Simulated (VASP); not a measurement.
# BN (P6_3mc) in VASP: further runs, part 2 of 2

VASP 6.6.1. Earlier steps stand in the parts before.

### 3 Single point, PBE

This run uses another cell than the first one, of 5.80 Å³/atom.

Input file INCAR:

```
SYSTEM = BN
PREC = Accurate
ENCUT = 520
EDIFF = 1E-7
ISMEAR = 0
SIGMA = 0.01
LREAL = .False.
LASPH = .True.
NELM = 80
ALGO = Normal
ISIF = 2
LWAVE = .False.
LCHARG = .False.
GGA = PE
NBANDS = 16
```

Input file KPOINTS:

```
regular mesh
0
Gamma
  12 12 6
  0 0 0
```

Input file POSCAR:

```
BN
1.0
    2.5305476497      0.0000000000      0.0000000000
   -1.2652738249      2.1915185502      0.0000000000
    0.0000000000      0.0000000000      4.1856537494
B N
2 2
Direct
    0.6666666667      0.3333333333      0.9997017212
    0.3333333333      0.6666666667      0.4997017212
    0.6666666667      0.3333333333      0.6252982788
    0.3333333333      0.6666666667      0.1252982788
```

Potentials or basis: VASP PAW PBE potentials, release 64 (B, N).

On the command line:

```bash
cat potpaw_PBE.64/B/POTCAR potpaw_PBE.64/N/POTCAR > POTCAR
mpirun -np 1 vasp_std > vasp.out
```

OUTCAR:

```text
SYSTEM = BN
   PREC = Accurate
   ENCUT = 520
   EDIFF = 1E-7
   ISMEAR = 0
   LREAL = .False.
   LASPH = .True.
   NELM = 80
   ISIF = 2
   GGA = PE

 ion  position               nearest neighbor table
   1  0.667  0.333  1.000-   4 1.55   4 1.55   4 1.55   3 1.57
   2  0.333  0.667  0.500-   3 1.55   3 1.55   3 1.55   4 1.57
   3  0.667  0.333  0.625-   2 1.55   2 1.55   2 1.55   1 1.57
   4  0.333  0.667  0.125-   1 1.55   1 1.55   1 1.55   2 1.57

  LATTYP: Found a hexagonal cell.
 ALAT       =     2.5305476497
 C/A-ratio  =     1.6540505570

  Lattice vectors:

 A1 = (   2.5305476497,   0.0000000000,   0.0000000000)
 A2 = (  -1.2652738249,   2.1915185502,   0.0000000000)
 A3 = (   0.0000000000,   0.0000000000,   4.1856537494)

Analysis of symmetry for initial positions (statically):
=====================================================================
 Subroutine PRICEL returns:
 Original cell was already a primitive cell.

 Routine SETGRP: Setting up the symmetry group for a
 hexagonal supercell.

 Subroutine GETGRP returns: Found 12 space group operations
 (whereof  6 operations were pure point group operations)
 out of a pool of 24 trial point group operations.

The static configuration has the point symmetry C_3v.
 The point group associated with its full space group is C_6v.

Analysis of symmetry for dynamics (positions and initial velocities):
=====================================================================
 Subroutine PRICEL returns:
 Original cell was already a primitive cell.

 Routine SETGRP: Setting up the symmetry group for a
 hexagonal supercell.

 Subroutine GETGRP returns: Found 12 space group operations
 (whereof  6 operations were pure point group operations)
 out of a pool of 24 trial point group operations.

The dynamic configuration has the point symmetry C_3v.
 The point group associated with its full space group is C_6v.

 Subroutine INISYM returns: Found 12 space group operations
[... 122 lines left out ...]
  volume/ion in A,a.u.               =       5.80        39.16
  Fermi-wavevector in a.u.,A,eV,Ry     =   1.446129  2.732788 28.453733  2.091290
  Thomas-Fermi vector in A             =   2.564233
   LORBIT       =      0    0 simple, 1 ext, 2 COOP (PROOUT), +10 PAW based schemes
   GGA     = PE    functional components
   LHFCALC =     F    Hartree Fock is set to
   AEXX    =    0.0000 exact exchange contribution
   IVDW    =     0    specifies the selected vdW correction
   LEPSILON=     F    determine dielectric tensor
   LRPA    =     F    only Hartree local field effects (RPA)
 non-spin polarized calculation
 Gauss-broadening in eV      SIGMA  =   0.01
  energy-cutoff  :      520.00
  volume of cell :       23.21
 maximum number of plane-waves:       640
 NGX is ok and might be reduce to    20
   NGX =  9   NGY =  9   NGZ = 15

 number of electron      15.9999999 magnetization

 Free energy of the ion-electron system (eV)
  ---------------------------------------------------
  ext. energy  EPLUGINS =         0.00000000
  ---------------------------------------------------
  free energy    TOTEN  =       -34.80828324 eV

  energy without entropy =      -34.80828324  energy(sigma->0) =      -34.80828324

 E-fermi :   7.9470     XC(G=0): -12.9003

 val. band max:        7.7869137279   @ k =   0.0000   0.0000   0.0000
 cond. band min:      12.9386303507   @ k =   0.3333   0.3333   0.0000
 fundamental gap:      5.1517166229
 Fermi energy:         7.9470395310

 k-point     1 :       0.0000    0.0000    0.0000
  band No.  band energies     occupation
      1     -12.8304      2.00000
      2      -8.5926      2.00000
      3      -3.3083      2.00000
      4       5.6222      2.00000
      5       5.6222      2.00000
      6       7.5005      2.00000
[... 433 lines left out ...]
      3      -1.1648      2.00000
      4       0.3026      2.00000
      5       1.7412      2.00000
      6       3.4105      2.00000
[... 8 lines left out ...]
     15      24.0355      0.00000
     16      24.3543      0.00000

 [... further k-points ...]

------------------------ aborting loop because EDIFF is reached ----------------------------------------

  FORCE on cell =-STRESS in cart. coord.  units (eV):
  Direction    XX          YY          ZZ          XY          YZ          ZX
  --------------------------------------------------------------------------------------
  -------------------------------------------------------------------------------------
  Total        1.6422556      1.6422556      1.6349156     -0.0000000      0.0000000      0.0000000
  in kB      113.3517858    113.3517858    112.8451650     -0.0000000      0.0000000      0.0000000
  external PRESSURE =     113.1829122 kB  Pullay stress =       0.0000000 kB

 VOLUME and BASIS-vectors are now :
 -----------------------------------------------------------------------------
  energy-cutoff  :      520.00
  volume of cell :       23.21
      direct lattice vectors                 reciprocal lattice vectors
     2.530547650  0.000000000  0.000000000     0.395171377  0.228152301  0.000000000
    -1.265273825  2.191518550  0.000000000     0.000000000  0.456304602  0.000000000
     0.000000000  0.000000000  4.185653749     0.000000000  0.000000000  0.238911305

 POSITION                                       TOTAL-FORCE (eV/Angst)
 -----------------------------------------------------------------------------------
      1.26527      0.73051      4.18441        -0.000000     -0.000000     -0.001840
     -0.00000      1.46101      2.09158        -0.000000      0.000000     -0.001840
      1.26527      0.73051      2.61728         0.000000     -0.000000      0.001840
     -0.00000      1.46101      0.52446        -0.000000      0.000000      0.001840
 -----------------------------------------------------------------------------------
    total drift:                                0.000000      0.000000      0.000245

  FREE ENERGIE OF THE ION-ELECTRON SYSTEM (eV)
  ---------------------------------------------------
  free  energy   TOTEN  =       -34.8082832419 eV

  energy  without entropy=      -34.8082832419  energy(sigma->0) =      -34.80828324
```

Wall time 11 s (1 thread of AMD EPYC 9R45 (Zen 5), shared host); peak memory 0.11 GiB.

What came out:

```yaml
Free_energy: -34.8083 eV
Pressure: 11.3 GPa
Band_gap_on_the_k_mesh: 5.15 eV (least direct gap 8.37 eV)
```

Caveat: the cell stands under pressure. A k mesh can miss the band edges.

### 4 Single point, PBE

This run uses another cell than the first one, of 5.97 Å³/atom.

Input file INCAR:

```
SYSTEM = BN
PREC = Accurate
ENCUT = 520
EDIFF = 1E-6
ISMEAR = 0
SIGMA = 0.02
LREAL = .FALSE.
LASPH = .TRUE.
NELM = 60
ALGO = Normal
ISIF = 2
LWAVE = .FALSE.
LCHARG = .FALSE.
GGA = PE
NBANDS = 16
```

Input file KPOINTS:

```
Automatic mesh
0
G
  12 12 6
  0 0 0
```

Input file POSCAR:

```
BN
1.0
    2.5545414021      0.0000000000      0.0000000000
   -1.2772707011      2.2122977492      0.0000000000
    0.0000000000      0.0000000000      4.2245536550
B N
2 2
Direct
    0.6666666667      0.3333333333      0.9998056378
    0.3333333333      0.6666666667      0.4998056378
    0.6666666667      0.3333333333      0.6251943622
    0.3333333333      0.6666666667      0.1251943622
```

On the command line:

```bash
cat potpaw_PBE.64/B/POTCAR potpaw_PBE.64/N/POTCAR > POTCAR
mpirun -np 1 vasp_std > vasp.out
```

Wall time 10 s (1 thread of AMD EPYC 9R45 (Zen 5), shared host); peak memory 0.11 GiB.

It converged, with:

| Item | Value |
| --- | --- |
| Free energy | -34.8327 eV |
| Pressure | 0.2 GPa |
| Band gap on the k mesh | 5.21 eV (least direct gap 8.24 eV) |

Levels at points of the mesh, in eV from the valence-band top:
| k point | band 6 | band 7 | band 8 | band 9 | band 10 | band 11 |
| --- | --- | --- | --- | --- | --- | --- |
| (0.00, 0.00, 0.00) | -0.26 | 0.00 | 0.00 | 8.33 | 8.33 | 8.55 |
| (0.50, 0.00, 0.00) | -4.93 | -4.36 | -2.09 | 6.68 | 7.94 | 10.56 |
| (0.00, 0.00, 0.50) | -1.16 | -1.16 | -1.16 | 9.40 | 9.40 | 9.88 |
| (0.50, 0.00, 0.50) | -3.73 | -3.53 | -3.53 | 6.56 | 6.56 | 9.97 |

### 5 Relaxation of cell and atoms, PBE, target pressure 22 GPa, at which the enthalpy is minimised

This run uses another cell than the first one, of 5.80 Å³/atom.

Input file INCAR:

```
  PREC = Accurate
  ENCUT = 600
  EDIFF = 1E-7
  ISMEAR = 0
  SIGMA = 0.01
  LREAL = F
  LASPH = T
  NELM = 100
  ALGO = Normal
  ISIF = 3
  LWAVE = F
  LCHARG = F
  GGA = PE
  IBRION = 2
  NSW = 80
  EDIFFG = -0.001
  PSTRESS = 220.0
```

Input file KPOINTS:

```
Automatic mesh
0
Gamma
  12 12 6
```

Input file POSCAR:

```
BN
1.0
    2.5305476497      0.0000000000      0.0000000000
   -1.2652738249      2.1915185502      0.0000000000
    0.0000000000      0.0000000000      4.1856537494
B N
2 2
Direct
    0.6666666667      0.3333333333      0.9997017212
    0.3333333333      0.6666666667      0.4997017212
    0.6666666667      0.3333333333      0.6252982788
    0.3333333333      0.6666666667      0.1252982788
```

On the command line:

```bash
cat potpaw_PBE.64/B/POTCAR potpaw_PBE.64/N/POTCAR > POTCAR
mpirun -np 1 vasp_std > vasp.out
```

Wall time 41 s (1 thread of AMD EPYC 9R45 (Zen 5), shared host); peak memory 0.12 GiB.

Results (log left out):

- Free energy: -34.7561 eV
- Relaxed volume: 5.66 Å³/atom
- Relaxed cell: a = 2.509 Å, b = 2.509 Å, c = 4.151 Å, α = 90.00°, β = 90.00°, γ = 120.00°
- Space group after relaxing (to 0.1 Å): P6_3mc (No. 186)
- Energy change on relaxing (the run minimises the enthalpy): +14.9 meV/atom
- Ionic steps: 8
- Pressure after relaxing: 22.0 GPa
- Band gap on the k mesh: 5.09 eV (least direct gap 8.48 eV)

The path:
| step | energy change (eV) | largest force (eV/Å) | pressure (GPa) | volume (Å³) |
| --- | --- | --- | --- | --- |
| 1 | 0.0000 | 0.0017 | 11.03 | 23.21 |
| 2 | 0.1942 | 0.0432 | 37.69 | 21.90 |
| 3 | 0.0590 | 0.0193 | 21.92 | 22.64 |
| 4 | 0.0605 | 0.0197 | 22.15 | 22.62 |
| 5 | 0.0607 | 0.0241 | 22.16 | 22.62 |
| 6 | 0.0606 | 0.0003 | 22.15 | 22.62 |
| 7 | 0.0586 | 0.0002 | 21.87 | 22.64 |
| 8 | 0.0595 | 0.0003 | 22.00 | 22.63 |

Final structure:
```yaml
crystal:
  lattice:
    - [2.50911, 0.00000, 0.00000]
    - [-1.25455, 2.17295, 0.00000]
    - [0.00000, 0.00000, 4.15086]
  atoms:
    - { symbol: B, position: [0.66667, 0.33333, 0.99960] }
    - { symbol: B, position: [0.33333, 0.66667, 0.49960] }
    - { symbol: N, position: [0.66667, 0.33333, 0.62540] }
    - { symbol: N, position: [0.33333, 0.66667, 0.12540] }
```

Levels at points of the mesh, in eV from the valence-band top:
```tsv
k point	band 5	band 6	band 7	band 8	band 9	band 10	band 11	band 12
(0.00, 0.00, 0.00)	-2.22	-0.31	0.00	0.00	8.54	8.54	8.85	10.07
(0.50, 0.00, 0.00)	-7.18	-5.21	-4.65	-2.20	6.87	8.09	10.81	11.89
(0.00, 0.00, 0.50)	-1.23	-1.23	-1.23	-1.23	9.90	9.90	10.16	10.16
(0.50, 0.00, 0.50)	-3.94	-3.94	-3.73	-3.73	6.75	6.75	10.34	10.34
```

Caveat: the cell is relaxed towards a set pressure, so the run minimises the enthalpy, not the energy. A k mesh can miss the band edges.

### 6 Relaxation of cell and atoms, PBE, target pressure 11 GPa, at which the enthalpy is minimised

This run uses another cell than the first one, of 5.89 Å³/atom.

Input file INCAR:

```
ALGO = Normal
EDIFF = 1E-7
EDIFFG = -0.001
ENCUT = 600
GGA = PE
IBRION = 2
ISIF = 3
ISMEAR = 0
LASPH = T
LCHARG = F
LREAL = F
LWAVE = F
NELM = 60
NSW = 80
PREC = Accurate
PSTRESS = 110.0
SIGMA = 0.01
```

Input file KPOINTS:

```
k-points
0
Gamma
  12 12 6
```

Input file POSCAR:

```
BN
1.0
    2.5433023928      0.0000000000      0.0000000000
   -1.2716511964      2.2025644816      0.0000000000
    0.0000000000      0.0000000000      4.2063340361
B N
2 2
Direct
    0.6666666667      0.3333333333      0.9997602446
    0.3333333333      0.6666666667      0.4997602446
    0.6666666667      0.3333333333      0.6252397554
    0.3333333333      0.6666666667      0.1252397554
```

Potentials or basis: VASP PAW PBE potentials, release 64 (B, N).

On the command line:

```bash
cat potpaw_PBE.64/B/POTCAR potpaw_PBE.64/N/POTCAR > POTCAR
mpirun -np 1 vasp_std > vasp.out
```

OUTCAR:

```text
EDIFF = 1E-7
   EDIFFG = -0.001
   ENCUT = 600
   GGA = PE
   IBRION = 2
   ISIF = 3
   ISMEAR = 0
   LASPH = T
   LREAL = F
   NELM = 60
   NSW = 80
   PREC = Accurate
   PSTRESS = 110.0

 ion  position               nearest neighbor table
   1  0.667  0.333  1.000-   4 1.56   4 1.56   4 1.56   3 1.58
   2  0.333  0.667  0.500-   3 1.56   3 1.56   3 1.56   4 1.58
   3  0.667  0.333  0.625-   2 1.56   2 1.56   2 1.56   1 1.58
   4  0.333  0.667  0.125-   1 1.56   1 1.56   1 1.56   2 1.58

  LATTYP: Found a hexagonal cell.
 ALAT       =     2.5433023928
 C/A-ratio  =     1.6538867136

  Lattice vectors:

 A1 = (   2.5433023928,   0.0000000000,   0.0000000000)
 A2 = (  -1.2716511964,   2.2025644816,   0.0000000000)
 A3 = (   0.0000000000,   0.0000000000,   4.2063340361)

Analysis of symmetry for initial positions (statically):
=====================================================================
 Subroutine PRICEL returns:
 Original cell was already a primitive cell.

 Routine SETGRP: Setting up the symmetry group for a
 hexagonal supercell.

[... 182 lines left out ...]
  in kB       50.0265155     50.0265155     49.6120697      0.0000000      0.0000000     -0.0000000
  external PRESSURE =     -60.1116331 kB  Pullay stress =     110.0000000 kB
[... 187 lines left out ...]
--------------------------------------- Ionic step        6  -------------------------------------------

 number of electron      16.0000003 magnetization

 Free energy of the ion-electron system (eV)
  ---------------------------------------------------
  ext. energy  EPLUGINS =         0.00000000
  ---------------------------------------------------
  free energy    TOTEN  =       -34.81678357 eV

  energy without entropy =      -34.81678357  energy(sigma->0) =      -34.81678357

 E-fermi :   7.8986     XC(G=0): -12.9003

 val. band max:        7.7868424053   @ k =   0.0000   0.0000   0.0000
 cond. band min:      12.9369613841   @ k =   0.3333   0.3333   0.0000
 fundamental gap:      5.1501189788
 Fermi energy:         7.8985603718

 k-point     1 :       0.0000    0.0000    0.0000
  band No.  band energies     occupation
      1     -12.8309      2.00000
      2      -8.5929      2.00000
      3      -3.3093      2.00000
      4       5.6212      2.00000
      5       5.6212      2.00000
      6       7.4996      2.00000
      7       7.7868      2.00000
      8       7.7868      2.00000
      9      16.2285      0.00000
     10      16.2285      0.00000
     11      16.5022      0.00000
     12      17.5359      0.00000
[... 331 lines left out ...]
 k-point    24 :       0.3333   -0.0000    0.1667
  band No.  band energies     occupation
      1     -10.3470      2.00000
      2      -7.5289      2.00000
      3      -1.1660      2.00000
      4       0.3018      2.00000
      5       1.7407      2.00000
      6       3.4097      2.00000
      7       5.2381      2.00000
      8       5.8473      2.00000
      9      14.7320      0.00000
     10      16.2012      0.00000
     11      18.8135      0.00000
     12      18.9483      0.00000

 [... further k-points ...]

------------------------ aborting loop because EDIFF is reached ----------------------------------------

  FORCE on cell =-STRESS in cart. coord.  units (eV):
  Direction    XX          YY          ZZ          XY          YZ          ZX
  --------------------------------------------------------------------------------------
  -------------------------------------------------------------------------------------
  Total        1.5919654      1.5919654      1.5977307      0.0000000      0.0000000      0.0000000
  in kB      109.8781573    109.8781573    110.2760784      0.0000000      0.0000000      0.0000000
  external PRESSURE =       0.0107977 kB  Pullay stress =     110.0000000 kB
[... 23 lines left out ...]
  energy  without entropy=      -34.8167835740  energy(sigma->0) =      -34.81678357

  enthalpy is  TOTEN    =       -33.2230528388 eV   P V=        1.5937307353

 reached required accuracy - stopping structural energy minimisation
```

Run time: 34 s. Hardware: 1 thread of AMD EPYC 9R45 (Zen 5), shared host; peak memory 0.12 GiB.

What came out:

| Property | Result |
| --- | --- |
| Free energy | -34.8168 eV |
| Relaxed volume | 5.80 Å³/atom |
| Relaxed cell | a = 2.531 Å, b = 2.531 Å, c = 4.185 Å, α = 90.00°, β = 90.00°, γ = 120.00° |
| Space group after relaxing (to 0.1 Å) | P6_3mc (No. 186) |
| Energy change on relaxing (the run minimises the enthalpy) | +4.3 meV/atom |
| Ionic steps | 6 |
| Pressure after relaxing | 11.0 GPa |
| Band gap on the k mesh | 5.15 eV (least direct gap 8.37 eV) |

Step by step:
| step | energy change (eV) | largest force (eV/Å) | pressure (GPa) | volume (Å³) |
| --- | --- | --- | --- | --- |
| 1 | 0.0000 | 0.0021 | 4.99 | 23.56 |
| 2 | 0.0535 | 0.0218 | 18.35 | 22.82 |
| 3 | 0.0173 | 0.0112 | 10.99 | 23.21 |
| 4 | 0.0178 | 0.0114 | 11.11 | 23.21 |
| 5 | 0.0170 | 0.0129 | 10.89 | 23.22 |
| 6 | 0.0174 | 0.0003 | 11.00 | 23.21 |

Final structure:
```yaml
crystal:
  lattice:
    - [2.53063, 0.00000, 0.00000]
    - [-1.26531, 2.19159, 0.00000]
    - [0.00000, 0.00000, 4.18548]
  atoms:
    - { symbol: B, position: [0.66667, 0.33333, 0.99969] }
    - { symbol: B, position: [0.33333, 0.66667, 0.49969] }
    - { symbol: N, position: [0.66667, 0.33333, 0.62531] }
    - { symbol: N, position: [0.33333, 0.66667, 0.12531] }
```

Caveat: the cell is relaxed towards a set pressure, so the run minimises the enthalpy, not the energy. A k mesh can miss the band edges.

### 7 The runs side by side

```tsv
task	cell	cutoff (eV)	smearing	gap on the mesh (eV)	pressure (GPa)
single point	a = 2.509, b = 2.509, c = 4.151 Å, angles 90.0, 90.0, 120.0°, 4 atoms, atomic positions A	520	gaussian 0.01 eV	5.09	22.4
single point	a = 2.531, b = 2.531, c = 4.186 Å, angles 90.0, 90.0, 120.0°, 4 atoms, atomic positions B	520	gaussian 0.01 eV	5.15	11.3
single point	a = 2.555, b = 2.555, c = 4.225 Å, angles 90.0, 90.0, 120.0°, 4 atoms, atomic positions C	520	gaussian 0.02 eV	5.21	0.2
relaxation of cell and atoms	relaxed to 22 GPa from a = 2.531, b = 2.531, c = 4.186 Å, angles 90.0, 90.0, 120.0°, 4 atoms, atomic positions B	600	gaussian 0.01 eV	5.09	22.0
relaxation of cell and atoms	relaxed to 11 GPa from a = 2.543, b = 2.543, c = 4.206 Å, angles 90.0, 90.0, 120.0°, 4 atoms, atomic positions B	600	gaussian 0.01 eV	5.15	11.0
```

Alike in all rows: level PBE; potentials or basis VASP PAW PBE potentials, release 64 (B, N); no spin polarisation; k mesh 12 × 12 × 6.

Caveats: the cell stands under pressure (at least some runs); the cell is relaxed towards a set pressure, so the run minimises the enthalpy, not the energy (at least some runs).

Total energies depend on the potentials used, so only differences within one code and one set of settings carry meaning.
